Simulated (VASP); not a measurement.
# Nb (Fd-3m) in VASP: notebook

Runs on Nb. Level: BLYP. Tasks: single point.

Program: VASP 6.6.1. These are calculated values, not measurements. Logs are shortened: lines on timing, memory, paths and dates and some standing lists are left out, and cuts for length are marked.

## 1. The cell of the first run

The structure is cubic, space group Fd-3m (No. 227). Conventional cell: a = 5.962 Å, b = 5.962 Å, c = 5.962 Å, α = 90.00°, β = 90.00°, γ = 90.00°. Nb (site symmetry -43m) has 4 Nb at 2.58 Å within 3.4 Å.

## 2. Single point, BLYP (volume scaled by 0.96)

The input, INCAR:

```
SYSTEM = Nb
PREC = Accurate
ENCUT = 520
EDIFF = 1E-7
ISMEAR = -1
SIGMA = 0.1
LREAL = .FALSE.
LASPH = .TRUE.
NELM = 100
ALGO = Normal
ISIF = 2
LWAVE = .FALSE.
LCHARG = .FALSE.
GGA = B5
ALDAX = 1.0
AGGAX = 1.0
AGGAC = 1.0
ALDAC = 0.0
NBANDS = 20
```

The input, KPOINTS:

```
regular mesh
0
G
  10 10 10
  0 0 0
```

The input, POSCAR:

```
Nb
1.0
    0.0000000000      2.9809975018      2.9809975018
    2.9809975018      0.0000000000      2.9809975018
    2.9809975018      2.9809975018      0.0000000000
Nb
2
Direct
    0.1250000000      0.1250000000      0.1250000000
    0.8750000000      0.8750000000      0.8750000000
```

Potentials or basis: VASP PAW PBE potentials, release 64 (Nb_sv).

Launch:

```console
$ cat potpaw_PBE.64/Nb_sv/POTCAR > POTCAR
$ mpirun -np 1 vasp_std > vasp.out
```

OUTCAR:

```text
SYSTEM = Nb
   PREC = Accurate
   ENCUT = 520
   EDIFF = 1E-7
   ISMEAR = -1
   LREAL = .FALSE.
   LASPH = .TRUE.
   NELM = 100
   ISIF = 2
   GGA = B5

 ion  position               nearest neighbor table
   1  0.125  0.125  0.125-   2 2.58   2 2.58   2 2.58   2 2.58
   2  0.875  0.875  0.875-   1 2.58   1 2.58   1 2.58   1 2.58

  LATTYP: Found a face centered cubic cell.
 ALAT       =     5.9619950036

  Lattice vectors:

 A1 = (   0.0000000000,   2.9809975018,   2.9809975018)
 A2 = (   2.9809975018,   0.0000000000,   2.9809975018)
 A3 = (   2.9809975018,   2.9809975018,   0.0000000000)

Analysis of symmetry for initial positions (statically):
=====================================================================
 Subroutine PRICEL returns:
 Original cell was already a primitive cell.

 Routine SETGRP: Setting up the symmetry group for a
 face centered cubic supercell.

 Subroutine GETGRP returns: Found 48 space group operations
 (whereof 12 operations were pure point group operations)
 out of a pool of 48 trial point group operations.

The static configuration has the point symmetry D_3d.
 The point group associated with its full space group is O_h .

Analysis of symmetry for dynamics (positions and initial velocities):
=====================================================================
 Subroutine PRICEL returns:
 Original cell was already a primitive cell.

 Routine SETGRP: Setting up the symmetry group for a
 face centered cubic supercell.

 Subroutine GETGRP returns: Found 48 space group operations
 (whereof 12 operations were pure point group operations)
 out of a pool of 48 trial point group operations.

The dynamic configuration has the point symmetry D_3d.
 The point group associated with its full space group is O_h .

 Subroutine INISYM returns: Found 48 space group operations
 (whereof 12 operations are pure point group operations),
 and found     1 'primitive' translations

----------------------------------------------------------------------------------------

                                     Primitive cell

  volume of cell :      52.9804

  direct lattice vectors                    reciprocal lattice vectors
     0.000000000  2.980997502  2.980997502    -0.167729091  0.167729091  0.167729091
     2.980997502  0.000000000  2.980997502     0.167729091 -0.167729091  0.167729091
[... 74 lines left out ...]
   NGXF,Y,Z  is equivalent  to a cutoff of  25.24, 25.24, 25.24 a.u.
 SYSTEM =  Nb
   PREC   = accura    normal or accurate (medium, high low for compatibility)
   ISTART =      0    job   : 0-new  1-cont  2-samecut
   ICHARG =      2    charge: 1-file 2-atom 10-const
   ISPIN  =      1    spin polarized calculation?
   LNONCOLLINEAR =      F non collinear calculations
   LSORBIT =      F    spin-orbit coupling
   LASPH  =      T    aspherical Exc in radial PAW
   ENCUT  =  520.0 eV  38.22 Ry    6.18 a.u.   7.84  7.84  7.84*2*pi/ulx,y,z
   NELM   =    100;   NELMIN=  2; NELMDL= -5     # of ELM steps
   EDIFF  = 0.1E-06   stopping-criterion for ELM
   LREAL  =      F    real-space projection
   EDIFFG = 0.1E-05   stopping-criterion for IOM
   NSW    =      0    number of steps for IOM
   IBRION =     -1    ionic relax: 0-MD 1-quasi-New 2-CG
   NFREE  =      0    steps in history (QN), initial steepest desc. (CG)
   ISIF   =      2    stress and relaxation
   ISYM   =      2    0-nonsym 1-usesym 2-fastsym
   POTIM  = 0.5000    time-step for ionic-motion
   TEBEG  =    0.0;   TEEND  =   0.0 temperature during run
   PSTRESS=    0.0 pullay stress
   NELECT =      26.0000    total number of electrons
   NUPDOWN=      -1.0000    fix difference up-down
   EMIN   =  10.00;   EMAX   =-10.00  energy-range for DOS
   EFERMI =   0.00;   METHOD = LEGACY
   ISMEAR =    -1;   SIGMA  =   0.10  broadening in eV -4-tet -1-fermi 0-gaus
   EFERMI_NEDOS =   21; number of points for ismear=-14 and -15
   IALGO  =     38    algorithm
   IMIX   =      4    mixing-type and parameters
     AMIX     =   0.40;   BMIX     =  1.00
     AMIX_MAG =   1.60;   BMIX_MAG =  1.00
  volume/ion in A,a.u.               =      26.49       178.76
  Fermi-wavevector in a.u.,A,eV,Ry     =   1.291302  2.440206 22.687166  1.667460
  Thomas-Fermi vector in A             =   2.423080
   LORBIT       =      0    0 simple, 1 ext, 2 COOP (PROOUT), +10 PAW based schemes
   GGA     = B5    functional components
   LHFCALC =     F    Hartree Fock is set to
   AEXX    =    0.0000 exact exchange contribution
   IVDW    =     0    specifies the selected vdW correction
   LEPSILON=     F    determine dielectric tensor
   LRPA    =     F    only Hartree local field effects (RPA)
 non-spin polarized calculation
  energy-cutoff  :      520.00
  volume of cell :       52.98
 maximum number of plane-waves:      1458
   NGX = 15   NGY = 15   NGZ = 15

 number of electron      25.9999999 magnetization

 Free energy of the ion-electron system (eV)
  ---------------------------------------------------
  ext. energy  EPLUGINS =         0.00000000
  ---------------------------------------------------
  free energy    TOTEN  =       -13.62189161 eV

  energy without entropy =      -13.50247817  energy(sigma->0) =      -13.56218489

 E-fermi :   6.9537     XC(G=0):  -9.5535

 val. band max:        6.9512090062   @ k =  -0.4000   0.2000   0.1000
 cond. band min:       6.9790020110   @ k =   0.5000   0.3000   0.0000
 fundamental gap:      0.0277930048
 Fermi energy:         6.9537217550

 k-point     1 :       0.0000    0.0000    0.0000
  band No.  band energies     occupation
      1     -47.3892      2.00000
      2     -46.7592      2.00000
      3     -23.8696      2.00000
      4     -23.8696      2.00000
      5     -23.8696      2.00000
      6     -22.8225      2.00000
[... 541 lines left out ...]
     19      12.0962      0.00000
     20      13.6323      0.00000

 [... further k-points ...]
[... 5 lines left out ...]
  --------------------------------------------------------------------------------------
  -------------------------------------------------------------------------------------
  Total        0.8399136      0.8399136      0.8399136     -0.0000000     -0.0000000      0.0000000
  in kB       25.3998050     25.3998050     25.3998050     -0.0000000     -0.0000000      0.0000000
  external PRESSURE =      25.3998050 kB  Pullay stress =       0.0000000 kB

 VOLUME and BASIS-vectors are now :
 -----------------------------------------------------------------------------
  energy-cutoff  :      520.00
  volume of cell :       52.98
      direct lattice vectors                 reciprocal lattice vectors
     0.000000000  2.980997502  2.980997502    -0.167729091  0.167729091  0.167729091
     2.980997502  0.000000000  2.980997502     0.167729091 -0.167729091  0.167729091
     2.980997502  2.980997502  0.000000000     0.167729091  0.167729091 -0.167729091

 POSITION                                       TOTAL-FORCE (eV/Angst)
 -----------------------------------------------------------------------------------
      0.74525      0.74525      0.74525         0.000000      0.000000      0.000000
      5.21675      5.21675      5.21675        -0.000000     -0.000000     -0.000000
 -----------------------------------------------------------------------------------
    total drift:                                0.000000      0.000000     -0.000000

  FREE ENERGIE OF THE ION-ELECTRON SYSTEM (eV)
  ---------------------------------------------------
  free  energy   TOTEN  =       -13.6218916076 eV

  energy  without entropy=      -13.5024781701  energy(sigma->0) =      -13.56218489
```

Wall time 69 s (1 thread of Intel Xeon Platinum 8124M at 3.00GHz (Skylake/Cascade Lake), shared host); peak memory 0.19 GiB.

What came out:

| Quantity | Value |
| --- | --- |
| Free energy | -13.6219 eV |
| Pressure | 2.5 GPa |
| Band gap on the k mesh | zero (band 13 reaches 7.49 eV, above the bottom of band 14 at 6.22 eV) |

Caveat: the cell differs from its parent crystal (volume scaled by 0.96); the PAW data sets were made with another functional, which shifts forces and pressure a little.

## 3. Single point, BLYP

This run uses another cell than the first one, of 27.59 Å³/atom, 1.042 times its volume.

The input, INCAR:

```
AGGAC = 1.0
AGGAX = 1.0
ALDAC = 0.0
ALDAX = 1.0
ALGO = Normal
EDIFF = 1E-6
ENCUT = 520
GGA = B5
ISIF = 2
ISMEAR = -1
LASPH = T
LCHARG = T
LELF = T
LREAL = F
LVHAR = T
LWAVE = F
NBANDS = 20
NELM = 80
PREC = Accurate
SIGMA = 0.1
```

The input, KPOINTS:

```
k-points
0
Gamma
  10 10 10
```

The input, POSCAR:

```
Nb
1.0
    0.0000000000      3.0218381590      3.0218381590
    3.0218381590      0.0000000000      3.0218381590
    3.0218381590      3.0218381590      0.0000000000
Nb
2
Direct
    0.1250000000      0.1250000000      0.1250000000
    0.8750000000      0.8750000000      0.8750000000
```

Potentials or basis: VASP PAW PBE potentials, release 64 (Nb_sv).

Launch:

```console
$ cat potpaw_PBE.64/Nb_sv/POTCAR > POTCAR
$ mpirun -np 1 vasp_std > vasp.out
```

OUTCAR:

```text
EDIFF = 1E-6
   ENCUT = 520
   GGA = B5
   ISIF = 2
   ISMEAR = -1
   LASPH = T
   LREAL = F
   NELM = 80
   PREC = Accurate

 ion  position               nearest neighbor table
   1  0.125  0.125  0.125-   2 2.62   2 2.62   2 2.62   2 2.62
   2  0.875  0.875  0.875-   1 2.62   1 2.62   1 2.62   1 2.62

  LATTYP: Found a face centered cubic cell.
 ALAT       =     6.0436763180

  Lattice vectors:

 A1 = (   0.0000000000,   3.0218381590,   3.0218381590)
 A2 = (   3.0218381590,   0.0000000000,   3.0218381590)
 A3 = (   3.0218381590,   3.0218381590,   0.0000000000)

Analysis of symmetry for initial positions (statically):
=====================================================================
 Subroutine PRICEL returns:
 Original cell was already a primitive cell.

 Routine SETGRP: Setting up the symmetry group for a
 face centered cubic supercell.

 Subroutine GETGRP returns: Found 48 space group operations
 (whereof 12 operations were pure point group operations)
 out of a pool of 48 trial point group operations.

The static configuration has the point symmetry D_3d.
 The point group associated with its full space group is O_h .

Analysis of symmetry for dynamics (positions and initial velocities):
=====================================================================
 Subroutine PRICEL returns:
 Original cell was already a primitive cell.

 Routine SETGRP: Setting up the symmetry group for a
 face centered cubic supercell.

 Subroutine GETGRP returns: Found 48 space group operations
 (whereof 12 operations were pure point group operations)
 out of a pool of 48 trial point group operations.

The dynamic configuration has the point symmetry D_3d.
 The point group associated with its full space group is O_h .
[... 103 lines left out ...]
   IBRION =     -1    ionic relax: 0-MD 1-quasi-New 2-CG
   NFREE  =      0    steps in history (QN), initial steepest desc. (CG)
   ISIF   =      2    stress and relaxation
   ISYM   =      2    0-nonsym 1-usesym 2-fastsym
   POTIM  = 0.5000    time-step for ionic-motion
   TEBEG  =    0.0;   TEEND  =   0.0 temperature during run
   PSTRESS=    0.0 pullay stress
   NELECT =      26.0000    total number of electrons
   NUPDOWN=      -1.0000    fix difference up-down
   EMIN   =  10.00;   EMAX   =-10.00  energy-range for DOS
   EFERMI =   0.00;   METHOD = LEGACY
   ISMEAR =    -1;   SIGMA  =   0.10  broadening in eV -4-tet -1-fermi 0-gaus
   EFERMI_NEDOS =   21; number of points for ismear=-14 and -15
   IALGO  =     38    algorithm
   IMIX   =      4    mixing-type and parameters
     AMIX     =   0.40;   BMIX     =  1.00
     AMIX_MAG =   1.60;   BMIX_MAG =  1.00
  volume/ion in A,a.u.               =      27.59       186.21
  Fermi-wavevector in a.u.,A,eV,Ry     =   1.273849  2.407226 22.078068  1.622692
  Thomas-Fermi vector in A             =   2.406650
   LORBIT       =      0    0 simple, 1 ext, 2 COOP (PROOUT), +10 PAW based schemes
   GGA     = B5    functional components
   LHFCALC =     F    Hartree Fock is set to
   AEXX    =    0.0000 exact exchange contribution
   IVDW    =     0    specifies the selected vdW correction
   LEPSILON=     F    determine dielectric tensor
   LRPA    =     F    only Hartree local field effects (RPA)
 non-spin polarized calculation
  energy-cutoff  :      520.00
  volume of cell :       55.19
 maximum number of plane-waves:      1524
   NGX = 15   NGY = 15   NGZ = 15

 number of electron      25.9999997 magnetization

 Free energy of the ion-electron system (eV)
  ---------------------------------------------------
  ext. energy  EPLUGINS =         0.00000000
  ---------------------------------------------------
  free energy    TOTEN  =       -13.63992098 eV

  energy without entropy =      -13.51263245  energy(sigma->0) =      -13.57627671

 E-fermi :   6.5411     XC(G=0):  -9.3724

 val. band max:        6.5376554811   @ k =   0.4000   0.1000   0.0000
 cond. band min:       6.5555483934   @ k =   0.5000   0.3000   0.0000
 fundamental gap:      0.0178929123
 Fermi energy:         6.5411150105

 k-point     1 :       0.0000    0.0000    0.0000
  band No.  band energies     occupation
      1     -47.7880      2.00000
      2     -47.2403      2.00000
      3     -24.2419      2.00000
      4     -24.2419      2.00000
      5     -24.2419      2.00000
      6     -23.2962      2.00000
[... 541 lines left out ...]
     19      11.4809      0.00000
     20      12.9644      0.00000

 [... further k-points ...]
[... 5 lines left out ...]
  --------------------------------------------------------------------------------------
  -------------------------------------------------------------------------------------
  Total       -0.0014012     -0.0014012     -0.0014012      0.0000000      0.0000000      0.0000000
  in kB       -0.0406788     -0.0406788     -0.0406788      0.0000000      0.0000000      0.0000000
  external PRESSURE =      -0.0406788 kB  Pullay stress =       0.0000000 kB

 VOLUME and BASIS-vectors are now :
 -----------------------------------------------------------------------------
  energy-cutoff  :      520.00
  volume of cell :       55.19
      direct lattice vectors                 reciprocal lattice vectors
     0.000000000  3.021838159  3.021838159    -0.165462203  0.165462203  0.165462203
     3.021838159  0.000000000  3.021838159     0.165462203 -0.165462203  0.165462203
     3.021838159  3.021838159  0.000000000     0.165462203  0.165462203 -0.165462203

 POSITION                                       TOTAL-FORCE (eV/Angst)
 -----------------------------------------------------------------------------------
      0.75546      0.75546      0.75546         0.000000      0.000000     -0.000000
      5.28822      5.28822      5.28822        -0.000000     -0.000000      0.000000
 -----------------------------------------------------------------------------------
    total drift:                                0.000000      0.000000     -0.000000

  FREE ENERGIE OF THE ION-ELECTRON SYSTEM (eV)
  ---------------------------------------------------
  free  energy   TOTEN  =       -13.6399209751 eV

  energy  without entropy=      -13.5126324512  energy(sigma->0) =      -13.57627671
```

Run time: 70 s. Hardware: 1 thread of Intel Xeon Platinum 8124M at 3.00GHz (Skylake/Cascade Lake), shared host; peak memory 0.19 GiB.

What came out:

```
Free energy            : -13.6399 eV
Pressure               : 0.0 GPa
Band gap on the k mesh : zero (band 13 reaches 7.02 eV, above the bottom of band 14 at 5.87 eV)
```

Caveat: the PAW data sets were made with another functional, which shifts forces and pressure a little.

(Continued in part 2 of 2.)
